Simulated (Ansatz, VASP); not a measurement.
# FeO: VASP beside Ansatz

```
Fe O
1.0
     0.00000    2.15540    2.15540
     2.15540    0.00000    2.15540
     2.15540    2.15540    0.00000
Fe O
1 1
Direct
  0.00000 0.00000 0.00000
  0.50000 0.50000 0.50000
```

Alike in both runs: task single point; functional PBE; k mesh 9 × 9 × 9; occupations fermi-dirac, width 0.05 eV; collinear spin; fixed moment 6 μB.

```csv
,VASP,Ansatz
version,VASP 6.6.1,Ansatz 0.2.0
potentials or method,"VASP PAW PBE potentials, release 64 (Fe_sv, O)",Ansatz PAW
plane-wave cutoff (eV),700,420
valence electrons in the cell,22,22
```

VASP gave:

```
net moment per atom (μB)                                      : 3.00
size of the moment on the site where the two differ most (μB) : 0.80
```

Q: What did Ansatz give for the same quantities?

A: net moment per atom (μB): 3.00; size of the moment on the site where the two differ most (μB): 0.88.

Site moments also hang on the region over which each program counts them. With one functional, cell and mesh, what is left measures potentials, basis and numerics.
